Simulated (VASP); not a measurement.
Set up this calculation in VASP 6.6.1, as the native input.

```yaml
Task: single point
Functional: PBE
Potentials_or_basis: VASP PAW PBE potentials, release 64 (Li_sv, Be)
Cutoff: 520 eV
k_mesh: 6 × 6 × 6
Occupations: gaussian, width 0.1 eV
Spin: no spin polarisation
Dipole_correction: no
Further_INCAR_settings: ALGO = Normal; EDIFF = 1e-07; NBANDS = 12
```

The structure of LiBe3 lies in POSCAR:

```
LiBe3
1.0
    3.3295990086      0.0000000000      0.0000000000
    0.0000000000      3.3295990086      0.0000000000
    0.0000000000      0.0000000000      3.2692640479
Li Be
1 3
Direct
    0.0000000000      0.0000000000      0.0000000000
    0.0000000000      0.5000000000      0.5000000000
    0.5000000000      0.0000000000      0.5000000000
    0.5000000000      0.5000000000      0.0000000000
```

These files were run (other wordings do the same):

INCAR

```
PREC = Accurate
ENCUT = 520
EDIFF = 1E-7
ISMEAR = 0
SIGMA = 0.1
LREAL = False
LASPH = True
NELM = 100
ALGO = Normal
ISIF = 2
LWAVE = False
LCHARG = True
GGA = PE
LELF = True
LVHAR = True
NBANDS = 12
```

KPOINTS

```
regular mesh
0
Gamma
  6 6 6
```

Potentials or basis: VASP PAW PBE potentials, release 64 (Li_sv, Be).

Launch:

```sh
$ cat potpaw_PBE.64/Li_sv/POTCAR potpaw_PBE.64/Be/POTCAR > POTCAR
$ mpirun -np 1 vasp_std > vasp.out
```

Run time: 14 s on 1 thread of Intel(R) Xeon(R) Platinum 8259CL CPU @ 2.50GHz (Skylake/Cascade Lake), with other jobs on the host, peak memory 0.15 GiB.
